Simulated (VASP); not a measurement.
# CaMg (P4/mmm) in VASP: single point with LDA

Aim: the single point of CaMg with LDA.

Program: VASP 6.6.1. These are calculated values, not measurements. Logs are shortened: lines on timing, memory, paths and dates and some standing lists are left out, and cuts for length are marked.

## (1) The cell of the first run

It takes space group P4/mmm (No. 123, tetragonal). The conventional cell has a = 4.027 Å, b = 4.027 Å, c = 3.862 Å, α = 90.00°, β = 90.00°, γ = 90.00°. Within 4.5 Å of Ca (site symmetry 4/mmm) lie 8 Mg at 3.44 Å and 6 Ca at 3.86 to 4.03 Å. Within 4.5 Å of Mg (site symmetry 4/mmm) lie 8 Ca at 3.44 Å and 6 Mg at 3.86 to 4.03 Å.

## (2) Single point, LDA

Contents of INCAR:

```
SYSTEM = CaMg
ALGO = Normal ; EDIFF = 1E-6
ENCUT = 520 ; ISIF = 2
ISMEAR = 1 ; LASPH = .TRUE.
LCHARG = .FALSE. ; LREAL = .FALSE.
LWAVE = .FALSE. ; NBANDS = 13
NELM = 100 ; PREC = Accurate
SIGMA = 0.1
```

Contents of KPOINTS:

```
Automatic mesh
0
Gamma
  7 7 8
  0 0 0.5
```

Contents of POSCAR:

```
CaMg
1.0
    4.0273723800      0.0000000000      0.0000000000
    0.0000000000      4.0273723800      0.0000000000
    0.0000000000      0.0000000000      3.8616243500
Ca Mg
1 1
Direct
    0.0000000000      0.0000000000      0.5000000000
    0.5000000000      0.5000000000      0.0000000000
```

Potentials or basis: VASP PAW LDA potentials, release 64 (Ca_sv, Mg).

Started as:

```console
$ cat potpaw_LDA.64/Ca_sv/POTCAR potpaw_LDA.64/Mg/POTCAR > POTCAR
$ mpirun -np 1 vasp_std > vasp.out
```

OUTCAR:

```text
SYSTEM = CaMg
   EDIFF = 1E-6
   ENCUT = 520
   ISIF = 2
   ISMEAR = 1
   LASPH = .TRUE.
   LREAL = .FALSE.
   NELM = 100
   PREC = Accurate

 ion  position               nearest neighbor table
   1  0.000  0.000  0.500-
   2  0.500  0.500  0.000-

  LATTYP: Found a simple tetragonal cell.
 ALAT       =     4.0273723800
 C/A-ratio  =     0.9588446227

  Lattice vectors:

 A1 = (   4.0273723800,   0.0000000000,   0.0000000000)
 A2 = (   0.0000000000,   4.0273723800,   0.0000000000)
 A3 = (   0.0000000000,   0.0000000000,   3.8616243500)

Analysis of symmetry for initial positions (statically):
=====================================================================
 Subroutine PRICEL returns:
 Original cell was already a primitive cell.

 Routine SETGRP: Setting up the symmetry group for a
 simple tetragonal supercell.

 Subroutine GETGRP returns: Found 16 space group operations
 (whereof 16 operations were pure point group operations)
 out of a pool of 16 trial point group operations.

The static configuration has the point symmetry D_4h.

Analysis of symmetry for dynamics (positions and initial velocities):
=====================================================================
 Subroutine PRICEL returns:
 Original cell was already a primitive cell.

 Routine SETGRP: Setting up the symmetry group for a
 simple tetragonal supercell.

 Subroutine GETGRP returns: Found 16 space group operations
 (whereof 16 operations were pure point group operations)
 out of a pool of 16 trial point group operations.

The dynamic configuration has the point symmetry D_4h.

 Subroutine INISYM returns: Found 16 space group operations
 (whereof 16 operations are pure point group operations),
 and found     1 'primitive' translations

----------------------------------------------------------------------------------------

                                     Primitive cell

  volume of cell :      62.6345

  direct lattice vectors                    reciprocal lattice vectors
     4.027372380  0.000000000  0.000000000     0.248300854  0.000000000  0.000000000
     0.000000000  4.027372380  0.000000000     0.000000000  0.248300854  0.000000000
     0.000000000  0.000000000  3.861624350     0.000000000  0.000000000  0.258958384

  length of vectors
     4.027372380  4.027372380  3.861624350     0.248300854  0.248300854  0.258958384

  position of ions in fractional coordinates (direct lattice)
     0.000000000  0.000000000  0.500000000
     0.500000000  0.500000000  0.000000000

  ion indices of the primitive-cell ions
   primitive index   ion index
                 1           1
                 2           2

----------------------------------------------------------------------------------------

 KPOINTS: Automatic mesh

Automatic generation of k-mesh.
 Grid dimensions read from file:
 generate k-points for:    7    7    8

 Generating k-lattice:

  Cartesian coordinates                     Fractional coordinates (reciprocal lattice)
     0.035471551  0.000000000  0.000000000     0.142857143  0.000000000  0.000000000
     0.000000000  0.035471551  0.000000000     0.000000000  0.142857143  0.000000000
     0.000000000  0.000000000  0.032369798     0.000000000  0.000000000  0.125000000

  Length of vectors
     0.035471551  0.035471551  0.032369798

  Shift w.r.t. Gamma in fractional coordinates (k-lattice)
     0.000000000  0.000000000  0.500000000

 Subroutine IBZKPT returns following result:
 ===========================================

 Found     40 irreducible k-points:

 Following reciprocal coordinates:
            Coordinates               Weight
  0.000000  0.000000  0.062500      2.000000
  0.142857  0.000000  0.062500      8.000000
  0.285714  0.000000  0.062500      8.000000
  0.428571  0.000000  0.062500      8.000000
  0.142857  0.142857  0.062500      8.000000
  0.285714  0.142857  0.062500     16.000000
[... 16 lines left out ...]
  0.285714  0.000000  0.312500      8.000000
  0.428571  0.000000  0.312500      8.000000
 [... further k-points ...]
   k-points           NKPTS =     40   k-points in BZ     NKDIM =     40   number of bands    NBANDS=     13
   number of dos      NEDOS =    301   number of ions     NIONS =      2
   total plane-waves  NPLWV =  27000
   dimension x,y,z NGX =    30 NGY =   30 NGZ =   30
   dimension x,y,z NGXF=    60 NGYF=   60 NGZF=   60
   ions per type =               1   1
   NGX,Y,Z   is equivalent  to a cutoff of  12.38, 12.38, 12.92 a.u.
   NGXF,Y,Z  is equivalent  to a cutoff of  24.77, 24.77, 25.83 a.u.
 SYSTEM =  CaMg
   PREC   = accura    normal or accurate (medium, high low for compatibility)
   ISTART =      0    job   : 0-new  1-cont  2-samecut
   ICHARG =      2    charge: 1-file 2-atom 10-const
   ISPIN  =      1    spin polarized calculation?
   LNONCOLLINEAR =      F non collinear calculations
   LSORBIT =      F    spin-orbit coupling
   LASPH  =      T    aspherical Exc in radial PAW
   ENCUT  =  520.0 eV  38.22 Ry    6.18 a.u.   7.49  7.49  7.18*2*pi/ulx,y,z
   NELM   =    100;   NELMIN=  2; NELMDL= -5     # of ELM steps
   EDIFF  = 0.1E-05   stopping-criterion for ELM
   LREAL  =      F    real-space projection
   EDIFFG = 0.1E-04   stopping-criterion for IOM
   NSW    =      0    number of steps for IOM
   IBRION =     -1    ionic relax: 0-MD 1-quasi-New 2-CG
   NFREE  =      0    steps in history (QN), initial steepest desc. (CG)
   ISIF   =      2    stress and relaxation
   ISYM   =      2    0-nonsym 1-usesym 2-fastsym
   POTIM  = 0.5000    time-step for ionic-motion
   TEBEG  =    0.0;   TEEND  =   0.0 temperature during run
   PSTRESS=    0.0 pullay stress
   NELECT =      12.0000    total number of electrons
   NUPDOWN=      -1.0000    fix difference up-down
   EMIN   =  10.00;   EMAX   =-10.00  energy-range for DOS
   EFERMI =   0.00;   METHOD = LEGACY
   ISMEAR =     1;   SIGMA  =   0.10  broadening in eV -4-tet -1-fermi 0-gaus
   EFERMI_NEDOS =   21; number of points for ismear=-14 and -15
   IALGO  =     38    algorithm
   IMIX   =      4    mixing-type and parameters
     AMIX     =   0.40;   BMIX     =  1.00
     AMIX_MAG =   1.60;   BMIX_MAG =  1.00
  volume/ion in A,a.u.               =      31.32       211.34
  Fermi-wavevector in a.u.,A,eV,Ry     =   0.943765  1.783458 12.118615  0.890693
  Thomas-Fermi vector in A             =   2.071505
   LORBIT       =      0    0 simple, 1 ext, 2 COOP (PROOUT), +10 PAW based schemes
   GGA     = CA    functional components
   LHFCALC =     F    Hartree Fock is set to
   AEXX    =    0.0000 exact exchange contribution
   IVDW    =     0    specifies the selected vdW correction
   LEPSILON=     F    determine dielectric tensor
   LRPA    =     F    only Hartree local field effects (RPA)
 non-spin polarized calculation
 Methfessel and Paxton  Order N= 1 SIGMA  =   0.10
  energy-cutoff  :      520.00
  volume of cell :       62.63
 maximum number of plane-waves:      1714
 NGX is ok and might be reduce to    30
   NGX = 15   NGY = 15   NGZ = 15

 number of electron      12.0000000 magnetization

 Free energy of the ion-electron system (eV)
  ---------------------------------------------------
  ext. energy  EPLUGINS =         0.00000000
  ---------------------------------------------------
  free energy    TOTEN  =        -4.24380383 eV

  energy without entropy =       -4.24596158  energy(sigma->0) =       -4.24452308

 E-fermi :   1.8722     XC(G=0):  -8.3715

 val. band max:        1.8512248892   @ k =   0.2857   0.0000   0.3125
 cond. band min:       2.0017065550   @ k =   0.2857   0.2857   0.0625
 fundamental gap:      0.1504816657
 Fermi energy:         1.8721535541

 k-point     1 :       0.0000    0.0000    0.0625
  band No.  band energies     occupation
      1     -39.0978      2.00000
      2     -20.3744      2.00000
      3     -20.3744      2.00000
      4     -20.3663      2.00000
      5      -3.0884      2.00000
      6       2.9362     -0.00000
      7       2.9450     -0.00000
      8       5.3754      0.00000
      9       5.3754      0.00000
     10       5.5656      0.00000
     11       6.0941      0.00000
     12       6.0941      0.00000
     13       6.3056      0.00000

 k-point     2 :       0.1429    0.0000    0.0625
  band No.  band energies     occupation
      1     -39.0972      2.00000
      2     -20.3862      2.00000
      3     -20.3734      2.00000
      4     -20.3653      2.00000
      5      -2.8836      2.00000
      6       2.5534     -0.00000
      7       3.0457     -0.00000
      8       4.8945      0.00000
      9       4.9641      0.00000
     10       5.6385      0.00000
     11       5.7074      0.00000
     12       6.6744      0.00000
     13       6.9046      0.00000

 k-point     3 :       0.2857    0.0000    0.0625
  band No.  band energies     occupation
      1     -39.0957      2.00000
      2     -20.4126      2.00000
      3     -20.3711      2.00000
      4     -20.3631      2.00000
      5      -2.2861      2.00000
      6       1.3779      2.00000
      7       3.3128     -0.00000
      8       4.3859      0.00000
      9       4.6262      0.00000
     10       5.6781      0.00000
     11       5.7173      0.00000
     12       7.6207      0.00000
     13       7.7885      0.00000
[... 305 lines left out ...]
 k-point    23 :       0.2857    0.0000    0.3125
  band No.  band energies     occupation
      1     -39.0918      2.00000
      2     -20.4232      2.00000
      3     -20.4056      2.00000
      4     -20.3656      2.00000
      5      -1.3714      2.00000
      6       1.8512      1.34577
      7       2.1175     -0.00284
      8       3.9767      0.00000
      9       4.5176      0.00000
     10       4.9754      0.00000
     11       6.2373      0.00000
     12       6.5231      0.00000
     13       8.4868      0.00000

 k-point    24 :       0.4286    0.0000    0.3125
  band No.  band energies     occupation
      1     -39.0906      2.00000
      2     -20.4259      2.00000
      3     -20.4207      2.00000
      4     -20.3638      2.00000
      5      -0.6072      2.00000
      6       0.8772      2.00000
      7       2.4841     -0.00000
      8       3.5599     -0.00000
      9       4.4851      0.00000
     10       4.8795      0.00000
     11       6.2867      0.00000
     12       6.8821      0.00000
     13       7.7853      0.00000

 [... further k-points ...]

------------------------ aborting loop because EDIFF is reached ----------------------------------------

  FORCE on cell =-STRESS in cart. coord.  units (eV):
  Direction    XX          YY          ZZ          XY          YZ          ZX
  --------------------------------------------------------------------------------------
  -------------------------------------------------------------------------------------
  Total       -0.9460407     -0.9460407     -0.7938680      0.0000000      0.0000000      0.0000000
  in kB      -24.1995224    -24.1995224    -20.3069781      0.0000000      0.0000000      0.0000000
  external PRESSURE =     -22.9020076 kB  Pullay stress =       0.0000000 kB

 VOLUME and BASIS-vectors are now :
 -----------------------------------------------------------------------------
  energy-cutoff  :      520.00
  volume of cell :       62.63
      direct lattice vectors                 reciprocal lattice vectors
     4.027372380  0.000000000  0.000000000     0.248300854  0.000000000  0.000000000
     0.000000000  4.027372380  0.000000000     0.000000000  0.248300854  0.000000000
     0.000000000  0.000000000  3.861624350     0.000000000  0.000000000  0.258958384

 POSITION                                       TOTAL-FORCE (eV/Angst)
 -----------------------------------------------------------------------------------
      0.00000      0.00000      1.93081         0.000000      0.000000      0.000000
      2.01369      2.01369      0.00000         0.000000      0.000000      0.000000
 -----------------------------------------------------------------------------------
    total drift:                                0.000000     -0.000000      0.000000

  FREE ENERGIE OF THE ION-ELECTRON SYSTEM (eV)
  ---------------------------------------------------
  free  energy   TOTEN  =        -4.2438038327 eV

  energy  without entropy=       -4.2459615800  energy(sigma->0) =       -4.24452308
```

It took 19 s on 1 thread of Intel Xeon Platinum 8488C (Sapphire Rapids), shared host; peak memory 0.16 GiB.

What came out:

```yaml
Free_energy: -4.2438 eV
Pressure: -2.3 GPa
Band_gap_on_the_k_mesh: zero (bands 6 and 7 overlap by 1.28 eV)
```

Levels at points of the mesh, in eV from the Fermi level:
```tsv
k point	band 4	band 5	band 6	band 7	band 8	band 9
(0.00, 0.00, 0.06)	-22.24	-4.96	1.06	1.07	3.50	3.50
```

The gap in the log of VASP goes by the Fermi energy; the results here count the filled bands.